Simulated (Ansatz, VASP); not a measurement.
**Be2Se in VASP and in Ansatz**

INCAR

```
SYSTEM = Be2Se
  ALGO = Normal
  EDIFF = 1E-6
  ENCUT = 520
  GGA = PE
  ISIF = 2
  ISMEAR = 0
  LASPH = .True.
  LCHARG = .True.
  LELF = .True.
  LREAL = .False.
  LVHAR = .True.
  LWAVE = .False.
  NBANDS = 12
  NELM = 80
  PREC = Accurate
  SIGMA = 0.1
```

KPOINTS

```
k-points
0
Gamma
  6 6 6
  0 0 0
```

File POSCAR:

```
Be2Se
1.0
    4.7343405200      0.0000000000      0.0000000000
   -2.3671702600      4.1000591600      0.0000000000
    0.0000000000      0.0000000000      2.6414447500
Be Se
2 1
Direct
    0.3333333300      0.6666666700      0.5000000000
    0.6666666700      0.3333333300      0.5000000000
    0.0000000000      0.0000000000      0.5000000000
```

Input for Ansatz:

```yaml
crystal:
  lattice:
    - [4.73434052, 0.0, 0.0]
    - [-2.36717026, 4.10005916, 0.0]
    - [0.0, 0.0, 2.64144475]
  atoms:
    - { symbol: Be, position: [0.33333333, 0.66666667, 0.5] }
    - { symbol: Be, position: [0.66666667, 0.33333333, 0.5] }
    - { symbol: Se, position: [0.0, 0.0, 0.5] }
basis:
  ecutwfc: 420
kpoints:
  mp_grid: { grid: [6, 6, 6] }
hamiltonian:
  xc: pbe
scf:
  occupations: { method: gaussian, width: 0.1 }
  lower_state_search: "off"
output:
  forces: true
  stress: true
  eigenvalues: true
```

Alike in both runs: task single point; functional PBE; k mesh 6 × 6 × 6; occupations gaussian, width 0.1 eV; no spin polarisation.

|  | VASP | Ansatz |
| --- | --- | --- |
| version | VASP 6.6.1 | Ansatz 0.2.0 |
| potentials or method | VASP PAW PBE potentials, release 64 (Be, Se), cutoff 520 eV | scalar-relativistic, plane waves, PAW |
| valence electrons in the cell | 10 | 20 |

Ansatz gave:

```
gap on the k mesh at the Fermi level (eV)                     : none
pressure (GPa)                                                : -10.4
traceless stress, the component that is largest in VASP (GPa) : 1.63
```

Q: What did VASP give for the same quantities?

A: gap on the k mesh at the Fermi level (eV): none; pressure (GPa): -10.4; traceless stress, the component that is largest in VASP (GPa): 1.62.

A gap of «none» marks a metal or a gap that the smearing closes. The functional is the same, so the differences come from potentials, cutoffs and numerics. VASP's potentials hold 10 valence electrons a cell and Ansatz's 20, so a difference there can come from the potentials and not from the codes.

The k mesh is coarse, so the values compare programs but aren't converged.
